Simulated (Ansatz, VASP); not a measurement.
**GaN in VASP and in Ansatz**

```
CELL_PARAMETERS angstrom
3.18900 0.00000 0.00000
-1.59450 2.76176 0.00000
0.00000 0.00000 5.21611
ATOMIC_POSITIONS crystal
Ga 0.33333 0.66667 0.00044
Ga 0.66667 0.33333 0.50044
N 0.33333 0.66667 0.37656
N 0.66667 0.33333 0.87656
```

Alike in both runs: functional r2SCAN; k mesh 8 × 8 × 5; occupations gaussian, width 0.05 eV; no spin polarisation.

Ansatz relaxed the structure, and its values are those at the end. VASP's run is a single point on that final structure, the one shown.

|  | VASP | Ansatz |
| --- | --- | --- |
| version | VASP 6.6.1 | Ansatz 0.2.0 |
| potentials or method | VASP PAW PBE potentials, release 64 (Ga_d, N_h) | scalar-relativistic, plane waves, PAW |
| plane-wave cutoff (eV) | 1460 | 500 |
| valence electrons in the cell | 36 | 36 |

VASP gave:

| Quantity | Value |
| --- | --- |
| pressure (GPa) | -0.9 |

Question: Which values does Ansatz return?

Answer: Pressure (GPa): -1.9.

VASP's potentials were made for PBE, not for r2SCAN. Ansatz's warnings: stress scf threshold loose.
